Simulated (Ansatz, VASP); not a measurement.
## SiC in VASP and in Ansatz

The input INCAR:

```
SYSTEM = SiC
PREC     = Accurate       ! precision mode
ENCUT    = 600            ! plane-wave cutoff, eV
EDIFF    = 1E-7           ! SCF threshold, eV
ISMEAR   = 0              ! smearing method
SIGMA    = 0.02           ! smearing width, eV
LREAL    = .FALSE.        ! projectors in reciprocal space
LASPH    = .TRUE.         ! aspherical terms in the spheres
NELM     = 120            ! most SCF steps
ALGO     = Normal         ! electronic algorithm
ISIF     = 3              ! what is computed and relaxed
LWAVE    = .FALSE.        ! write WAVECAR
LCHARG   = .FALSE.        ! write CHGCAR
GGA      = PE             ! functional
IBRION   = 2              ! ionic algorithm
NSW      = 100            ! ionic steps
EDIFFG   = -0.002         ! ionic threshold
GGA_COMPAT= .FALSE.      
NELMIN   = 4
```

The input KPOINTS:

```
Automatic mesh
0
G
  10 10 10
  0 0 0
```

The input POSCAR:

```
SiC
1.0
    0.0000000000      2.1800000000      2.1800000000
    2.1800000000      0.0000000000      2.1800000000
    2.1800000000      2.1800000000      0.0000000000
Si C
1 1
Direct
    0.0000000000      0.0000000000      0.0000000000
    0.2500000000      0.2500000000      0.2500000000
```

Input for Ansatz:

```yaml
crystal:
  lattice:
    - [0.0, 2.18, 2.18]
    - [2.18, 0.0, 2.18]
    - [2.18, 2.18, 0.0]
  atoms:
    - { symbol: Si, position: [0.0, 0.0, 0.0] }
    - { symbol: C, position: [0.25, 0.25, 0.25] }
basis:
  ecutwfc: 420
kpoints:
  mp_grid: { grid: [10, 10, 10] }
hamiltonian:
  xc: pbe
scf:
  occupations: { method: gaussian, width: 0.02 }
output:
  forces: true
  stress: true
  eigenvalues: true
relax:
  adjacent_minimum: "off"
  f_tol: 0.002
  max_steps: 80
  cell: { stress_tol: 0.02 }
```

Alike in both runs: task relaxation of cell and atoms; functional PBE; k mesh 10 × 10 × 10; occupations gaussian, width 0.02 eV; no spin polarisation.

|  | VASP | Ansatz |
| --- | --- | --- |
| version | VASP 6.6.1 | Ansatz 0.2.0 |
| potentials or method | VASP PAW PBE potentials, release 64 (Si, C), cutoff 600 eV | scalar-relativistic, plane waves, PAW |
| valence electrons in the cell | 8 | 8 |

```tsv
	VASP	Ansatz	Ansatz less VASP
gap on the k mesh at the Fermi level, each at its own relaxed structure (eV)	1.37	1.37	+0.003
relaxed volume (Å³/atom)	10.49	10.50	+0.009
relaxed cell length with the largest relative difference (Å)	3.096	3.097	+0.0009
```
